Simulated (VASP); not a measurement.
# ZrS (I4/mmm) in VASP: further runs

Runs on ZrS. Level: PBEsol. Tasks: single point.

Everything below comes from runs of VASP 6.6.1. Logs are shortened: lines on timing, memory, paths and dates and some standing lists are left out, and cuts for length are marked.

### 1 The cell of the first run

The structure is tetragonal, space group I4/mmm (No. 139). The conventional cell has a = 3.653 Å, b = 3.653 Å, c = 5.011 Å, α = 90.00°, β = 90.00°, γ = 90.00°. Zr (site symmetry 4/mmm) has 6 S at 2.51 to 2.58 Å within 3.3 Å. Within 3.3 Å of S (site symmetry 4/mmm) lie 6 Zr at 2.51 to 2.58 Å.

### 2 Single point, PBEsol (strain along c alone, the other axes held: -3.0 %)

File INCAR:

```
SYSTEM = ZrS
ALGO     = Normal         ! electronic algorithm
EDIFF    = 1E-7           ! SCF threshold, eV
ENCUT    = 520            ! plane-wave cutoff, eV
GGA      = PS             ! functional
ISIF     = 2              ! what is computed and relaxed
ISMEAR   = 0              ! smearing method
LASPH    = .True.         ! aspherical terms in the spheres
LCHARG   = .True.         ! write CHGCAR
LELF     = .True.         ! ELF
LREAL    = .False.        ! projectors in reciprocal space
LVHAR    = .True.       
LWAVE    = .False.        ! write WAVECAR
NBANDS   = 26             ! bands
NELM     = 80             ! most SCF steps
PREC     = Accurate       ! precision mode
SIGMA    = 0.1            ! smearing width, eV
```

File KPOINTS:

```
k-points
0
Gamma
  14 14 10
  0 0 0
```

File POSCAR:

```
ZrS
1.0
    2.5830753502      2.5830753502      0.0000000000
   -2.5830753502      2.5830753502      0.0000000000
    0.0000000000      0.0000000000      5.0111661795
Zr S
2 2
Direct
    0.0000000000      0.0000000000      0.0000000000
    0.5000000000      0.5000000000      0.5000000000
    0.5000000000      0.5000000000      0.0000000000
    0.0000000000      0.0000000000      0.5000000000
```

Potentials or basis: VASP PAW PBE potentials, release 64 (Zr_sv, S).

Started as:

```
> cat potpaw_PBE.64/Zr_sv/POTCAR potpaw_PBE.64/S/POTCAR > POTCAR
> mpirun -np 1 vasp_std > vasp.out
```

OUTCAR:

```text
SYSTEM = ZrS
   EDIFF = 1E-7
   ENCUT = 520
   GGA = PS
   ISIF = 2
   ISMEAR = 0
   LASPH = .True.
   LREAL = .False.
   NELM = 80
   PREC = Accurate

 ion  position               nearest neighbor table
   1  0.000  0.000  0.000-   4 2.51   4 2.51   3 2.58   3 2.58   3 2.58   3 2.58   2 3.60   2 3.60
                             2 3.60   2 3.60   2 3.60   2 3.60   2 3.60   2 3.60
   2  0.500  0.500  0.500-   3 2.51   3 2.51   4 2.58   4 2.58   4 2.58   4 2.58   1 3.60   1 3.60
                             1 3.60   1 3.60   1 3.60   1 3.60   1 3.60   1 3.60
   3  0.500  0.500  0.000-   2 2.51   2 2.51   1 2.58   1 2.58   1 2.58   1 2.58
   4  0.000  0.000  0.500-   1 2.51   1 2.51   2 2.58   2 2.58   2 2.58   2 2.58

  LATTYP: Found a simple tetragonal cell.
 ALAT       =     3.6530201929
 C/A-ratio  =     1.3717871555

  Lattice vectors:

 A1 = (   2.5830753502,   2.5830753502,   0.0000000000)
 A2 = (  -2.5830753502,   2.5830753502,   0.0000000000)
 A3 = (   0.0000000000,   0.0000000000,   5.0111661795)

Analysis of symmetry for initial positions (statically):
=====================================================================
 Subroutine PRICEL returns following result:

  LATTYP: Found a body centered tetragonal cell.
 ALAT       =     3.6530201929
 C/A-ratio  =     1.3717871555

  Lattice vectors:

 A1 = (   0.0000000000,  -2.5830753502,  -2.5055830898)
 A2 = (   0.0000000000,   2.5830753502,  -2.5055830897)
 A3 = (   2.5830753502,   0.0000000000,   2.5055830897)

   2 primitive cells build up your supercell.

 Routine SETGRP: Setting up the symmetry group for a
 simple tetragonal supercell.

 Subroutine GETGRP returns: Found 16 space group operations
 (whereof 16 operations were pure point group operations)
 out of a pool of 16 trial point group operations.

The static configuration has the point symmetry D_4h.

Analysis of symmetry for dynamics (positions and initial velocities):
=====================================================================
 Subroutine PRICEL returns following result:

  LATTYP: Found a body centered tetragonal cell.
 ALAT       =     3.6530201929
 C/A-ratio  =     1.3717871555

  Lattice vectors:

 A1 = (   0.0000000000,  -2.5830753502,  -2.5055830898)
 A2 = (   0.0000000000,   2.5830753502,  -2.5055830897)
 A3 = (   2.5830753502,   0.0000000000,   2.5055830897)

   2 primitive cells build up your supercell.

 Routine SETGRP: Setting up the symmetry group for a
 simple tetragonal supercell.

 Subroutine GETGRP returns: Found 16 space group operations
 (whereof 16 operations were pure point group operations)
 out of a pool of 16 trial point group operations.

The dynamic configuration has the point symmetry D_4h.

 Subroutine INISYM returns: Found 16 space group operations
 (whereof 16 operations are pure point group operations),
 and found     2 'primitive' translations

----------------------------------------------------------------------------------------

                                     Primitive cell

  volume of cell :      33.4359

  direct lattice vectors                    reciprocal lattice vectors
     0.000000000 -2.583075350 -2.505583090     0.193567718 -0.193567718 -0.199554348
     0.000000000  2.583075350 -2.505583090     0.193567718  0.193567718 -0.199554348
     2.583075350  0.000000000  2.505583090     0.387135435  0.000000000  0.000000000

  length of vectors
     3.598642089  3.598642089  3.598642089     0.338760772  0.338760772  0.387135435

  position of ions in fractional coordinates (direct lattice)
     0.000000000  0.000000000  0.000000000
     0.500000000  0.500000000  0.000000000

  ion indices of the primitive-cell ions
   primitive index   ion index
                 1           1
                 2           4

----------------------------------------------------------------------------------------

 KPOINTS: k-points

Automatic generation of k-mesh.
 Grid dimensions read from file:
 generate k-points for:   14   14   10

 Generating k-lattice:

  Cartesian coordinates                     Fractional coordinates (reciprocal lattice)
     0.013826266  0.013826266  0.000000000     0.071428571  0.000000000  0.000000000
    -0.013826266  0.013826266  0.000000000     0.000000000  0.071428571  0.000000000
     0.000000000  0.000000000  0.019955435     0.000000000  0.000000000  0.100000000

  Length of vectors
     0.019553292  0.019553292  0.019955435

  Shift w.r.t. Gamma in fractional coordinates (k-lattice)
     0.000000000  0.000000000  0.000000000

 Subroutine IBZKPT returns following result:
 ===========================================

 Found    216 irreducible k-points:

 Following reciprocal coordinates:
            Coordinates               Weight
  0.000000  0.000000  0.000000      1.000000
  0.071429  0.000000  0.000000      4.000000
  0.142857  0.000000  0.000000      4.000000
  0.214286  0.000000  0.000000      4.000000
  0.285714  0.000000  0.000000      4.000000
  0.357143  0.000000  0.000000      4.000000
[... 16 lines left out ...]
  0.285714  0.214286  0.000000      8.000000
  0.357143  0.214286  0.000000      8.000000
 [... further k-points ...]
   k-points           NKPTS =    216   k-points in BZ     NKDIM =    216   number of bands    NBANDS=     26
   number of dos      NEDOS =    301   number of ions     NIONS =      4
   total plane-waves  NPLWV =  31360
   dimension x,y,z NGX =    28 NGY =   28 NGZ =   40
   dimension x,y,z NGXF=    56 NGYF=   56 NGZF=   80
   ions per type =               2   2
   NGX,Y,Z   is equivalent  to a cutoff of  12.74, 12.74, 13.27 a.u.
   NGXF,Y,Z  is equivalent  to a cutoff of  25.49, 25.49, 26.54 a.u.
 SYSTEM =  ZrS
   PREC   = accura    normal or accurate (medium, high low for compatibility)
   ISTART =      0    job   : 0-new  1-cont  2-samecut
   ICHARG =      2    charge: 1-file 2-atom 10-const
   ISPIN  =      1    spin polarized calculation?
   LNONCOLLINEAR =      F non collinear calculations
   LSORBIT =      F    spin-orbit coupling
   LASPH  =      T    aspherical Exc in radial PAW
   ENCUT  =  520.0 eV  38.22 Ry    6.18 a.u.   6.79  6.79  9.32*2*pi/ulx,y,z
   NELM   =     80;   NELMIN=  2; NELMDL= -5     # of ELM steps
   EDIFF  = 0.1E-06   stopping-criterion for ELM
   LREAL  =      F    real-space projection
   EDIFFG = 0.1E-05   stopping-criterion for IOM
   NSW    =      0    number of steps for IOM
   IBRION =     -1    ionic relax: 0-MD 1-quasi-New 2-CG
   NFREE  =      0    steps in history (QN), initial steepest desc. (CG)
   ISIF   =      2    stress and relaxation
   ISYM   =      2    0-nonsym 1-usesym 2-fastsym
   POTIM  = 0.5000    time-step for ionic-motion
   TEBEG  =    0.0;   TEEND  =   0.0 temperature during run
   PSTRESS=    0.0 pullay stress
   NELECT =      36.0000    total number of electrons
   NUPDOWN=      -1.0000    fix difference up-down
   EMIN   =  10.00;   EMAX   =-10.00  energy-range for DOS
   EFERMI =   0.00;   METHOD = LEGACY
   ISMEAR =     0;   SIGMA  =   0.10  broadening in eV -4-tet -1-fermi 0-gaus
   EFERMI_NEDOS =   21; number of points for ismear=-14 and -15
   IALGO  =     38    algorithm
   IMIX   =      4    mixing-type and parameters
     AMIX     =   0.40;   BMIX     =  1.00
     AMIX_MAG =   1.60;   BMIX_MAG =  1.00
  volume/ion in A,a.u.               =      16.72       112.82
  Fermi-wavevector in a.u.,A,eV,Ry     =   1.331766  2.516673 24.131312  1.773601
  Thomas-Fermi vector in A             =   2.460752
   LORBIT       =      0    0 simple, 1 ext, 2 COOP (PROOUT), +10 PAW based schemes
   GGA     = PS    functional components
   LHFCALC =     F    Hartree Fock is set to
   AEXX    =    0.0000 exact exchange contribution
   IVDW    =     0    specifies the selected vdW correction
   LEPSILON=     F    determine dielectric tensor
   LRPA    =     F    only Hartree local field effects (RPA)
 non-spin polarized calculation
 Gauss-broadening in eV      SIGMA  =   0.10
  energy-cutoff  :      520.00
  volume of cell :       66.87
 maximum number of plane-waves:      1835
 NGX is ok and might be reduce to    28
   NGX = 13   NGY = 13   NGZ = 19

 number of electron      36.0000003 magnetization

 Free energy of the ion-electron system (eV)
  ---------------------------------------------------
  ext. energy  EPLUGINS =         0.00000000
  ---------------------------------------------------
  free energy    TOTEN  =       -32.94994135 eV

  energy without entropy =      -32.93852007  energy(sigma->0) =      -32.94423071

 E-fermi :  11.5874     XC(G=0): -11.8413

 val. band max:       11.5801892359   @ k =   0.2857   0.2857   0.3000
 cond. band min:      11.5951957473   @ k =   0.3571   0.0000   0.4000
 fundamental gap:      0.0150065114
 Fermi energy:        11.5873637688

 k-point     1 :       0.0000    0.0000    0.0000
  band No.  band energies     occupation
      1     -38.1040      2.00000
      2     -38.0488      2.00000
      3     -16.5076      2.00000
      4     -16.2587      2.00000
      5     -16.2587      2.00000
      6     -16.1276      2.00000
[... 18 lines left out ...]
     25      14.2413      0.00000
     26      14.2414      0.00000

 k-point     2 :       0.0714    0.0000    0.0000
  band No.  band energies     occupation
      1     -38.1027      2.00000
      2     -38.0489      2.00000
      3     -16.5021      2.00000
      4     -16.2687      2.00000
      5     -16.2553      2.00000
      6     -16.1315      2.00000
[... 18 lines left out ...]
     25      14.1999      0.00000
     26      14.3254      0.00000

 k-point     3 :       0.1429    0.0000    0.0000
  band No.  band energies     occupation
      1     -38.0991      2.00000
      2     -38.0493      2.00000
      3     -16.4859      2.00000
      4     -16.2962      2.00000
      5     -16.2453      2.00000
      6     -16.1513      2.00000
[... 18 lines left out ...]
     25      14.0725      0.00000
     26      14.8371      0.00000

 k-point     4 :       0.2143    0.0000    0.0000
  band No.  band energies     occupation
      1     -38.0935      2.00000
      2     -38.0503      2.00000
      3     -16.4602      2.00000
      4     -16.3346      2.00000
      5     -16.2300      2.00000
      6     -16.2107      2.00000
[... 18 lines left out ...]
     25      13.9069      0.00000
     26      14.6277      0.00000

 k-point     5 :       0.2857    0.0000    0.0000
  band No.  band energies     occupation
      1     -38.0866      2.00000
      2     -38.0521      2.00000
      3     -16.4266      2.00000
      4     -16.3748      2.00000
      5     -16.2776      2.00000
      6     -16.2107      2.00000
[... 18 lines left out ...]
     25      14.3646      0.00000
     26      14.9261      0.00000

 k-point     6 :       0.3571    0.0000    0.0000
  band No.  band energies     occupation
      1     -38.0790      2.00000
      2     -38.0550      2.00000
      3     -16.4072      2.00000
      4     -16.3874      2.00000
      5     -16.3404      2.00000
      6     -16.2220      2.00000
[... 427 lines left out ...]
 k-point    21 :       0.5000    0.1429    0.0000
  band No.  band energies     occupation
      1     -38.0628      2.00000
      2     -38.0628      2.00000
      3     -16.4169      2.00000
      4     -16.4169      2.00000
      5     -16.2982      2.00000
      6     -16.2982      2.00000
[... 18 lines left out ...]
     25      15.7977      0.00000
     26      15.7977      0.00000

 k-point    22 :       0.2143    0.2143    0.0000
  band No.  band energies     occupation
      1     -38.0844      2.00000
      2     -38.0506      2.00000
      3     -16.4213      2.00000
      4     -16.3409      2.00000
      5     -16.2664      2.00000
      6     -16.2660      2.00000
[... 18 lines left out ...]
     25      14.3100      0.00000
     26      14.5090      0.00000

 k-point    23 :       0.2857    0.2143    0.0000
  band No.  band energies     occupation
      1     -38.0785      2.00000
      2     -38.0515      2.00000
      3     -16.3940      2.00000
      4     -16.3709      2.00000
      5     -16.3142      2.00000
      6     -16.2553      2.00000
[... 18 lines left out ...]
     25      14.2929      0.00000
     26      14.4873      0.00000

 k-point    24 :       0.3571    0.2143    0.0000
  band No.  band energies     occupation
      1     -38.0722      2.00000
      2     -38.0534      2.00000
      3     -16.4017      2.00000
      4     -16.3626      2.00000
      5     -16.3624      2.00000
      6     -16.2357      2.00000
[... 18 lines left out ...]
     25      14.4775      0.00000
     26      14.8887      0.00000

 [... further k-points ...]

------------------------ aborting loop because EDIFF is reached ----------------------------------------

  FORCE on cell =-STRESS in cart. coord.  units (eV):
  Direction    XX          YY          ZZ          XY          YZ          ZX
  --------------------------------------------------------------------------------------
  -------------------------------------------------------------------------------------
  Total        0.6511356      0.6511356      5.5119366      0.0000000      0.0000000      0.0000000
  in kB       15.6005201     15.6005201    132.0601674      0.0000000      0.0000000      0.0000000
  external PRESSURE =      54.4204025 kB  Pullay stress =       0.0000000 kB

 VOLUME and BASIS-vectors are now :
 -----------------------------------------------------------------------------
  energy-cutoff  :      520.00
  volume of cell :       66.87
      direct lattice vectors                 reciprocal lattice vectors
     2.583075350  2.583075350  0.000000000     0.193567718  0.193567718  0.000000000
    -2.583075350  2.583075350  0.000000000    -0.193567718  0.193567718  0.000000000
     0.000000000  0.000000000  5.011166179     0.000000000  0.000000000  0.199554348

 POSITION                                       TOTAL-FORCE (eV/Angst)
 -----------------------------------------------------------------------------------
      0.00000      0.00000      0.00000        -0.000000      0.000000     -0.000000
      0.00000      2.58308      2.50558         0.000000     -0.000000      0.000000
      0.00000      2.58308      0.00000         0.000000     -0.000000      0.000000
      0.00000      0.00000      2.50558         0.000000     -0.000000     -0.000000
 -----------------------------------------------------------------------------------
    total drift:                               -0.000000      0.000000      0.000000

  FREE ENERGIE OF THE ION-ELECTRON SYSTEM (eV)
  ---------------------------------------------------
  free  energy   TOTEN  =       -32.9499413472 eV

  energy  without entropy=      -32.9385200692  energy(sigma->0) =      -32.94423071
```

Wall time 7.6 min (1 thread of AMD EPYC 7R13, shared host); peak memory 0.38 GiB.

What came out:

```
Free energy            : -32.9499 eV
Pressure               : 5.4 GPa
Band gap on the k mesh : zero (bands 18 and 19 overlap by 3.25 eV)
```

Caveat: the cell differs from its parent crystal (strain along c alone, the other axes held: -3.0 %); the stress differs along the axes, from 2 to 13 GPa; the PAW data sets were made with another functional, which shifts forces and pressure a little.

### 3 Single point, PBEsol (strain along c alone, the other axes held: -2.0 %)

File INCAR:

```
PREC = Accurate
ENCUT = 520
EDIFF = 1E-6
ISMEAR = 0
SIGMA = 0.1
LREAL = False
LASPH = True
NELM = 100
ALGO = Normal
ISIF = 2
LWAVE = False
LCHARG = False
GGA = PS
NBANDS = 26
```

File KPOINTS:

```
regular mesh
0
Gamma
  14 14 10
```

POSCAR, as its differences from that of step 2:

```diff
@@ -4,3 +4,3 @@
    -2.5830753502      2.5830753502      0.0000000000
-    0.0000000000      0.0000000000      5.0111661795
+    0.0000000000      0.0000000000      5.0628276865
 Zr S
```

Potentials or basis: VASP PAW PBE potentials, release 64 (Zr_sv, S).

Started as:

```
> cat potpaw_PBE.64/Zr_sv/POTCAR potpaw_PBE.64/S/POTCAR > POTCAR
> mpirun -np 1 vasp_std > vasp.out
```

Run time: 7 min. Hardware: 1 thread of AMD EPYC 7R13, shared host; peak memory 0.38 GiB.

The run converged. Its results:

```
Free energy            : -32.9958 eV
Pressure               : 3.5 GPa
Band gap on the k mesh : zero (bands 18 and 19 overlap by 3.18 eV)
```

Stress tensor (GPa, compression positive):
```
1.20 0.00 0.00
0.00 1.20 0.00
0.00 0.00 8.07
```

Levels at points of the mesh, in eV from the Fermi level:
```csv
k point,band 16,band 17,band 18,band 19,band 20,band 21
"(0.00, 0.00, 0.00)",-3.54,-3.47,-1.59,-1.59,-1.36,-0.81
"(0.50, 0.00, 0.00)",-5.65,0.28,0.28,0.71,0.71,1.39
"(0.50, 0.50, 0.00)",-4.43,-3.79,-3.79,0.50,0.50,2.57
"(0.00, 0.00, 0.50)",-4.52,-2.79,-2.79,-0.17,-0.17,1.50
"(0.50, 0.00, 0.50)",-6.23,1.59,1.59,1.68,1.68,1.94
"(0.50, 0.50, 0.50)",-6.12,0.20,0.20,0.20,0.20,1.91
```

Caveat: the cell differs from its parent crystal (strain along c alone, the other axes held: -2.0 %); the stress differs along the axes, from 1 to 8 GPa; the PAW data sets were made with another functional, which shifts forces and pressure a little.

(Continued in part 2 of 2.)
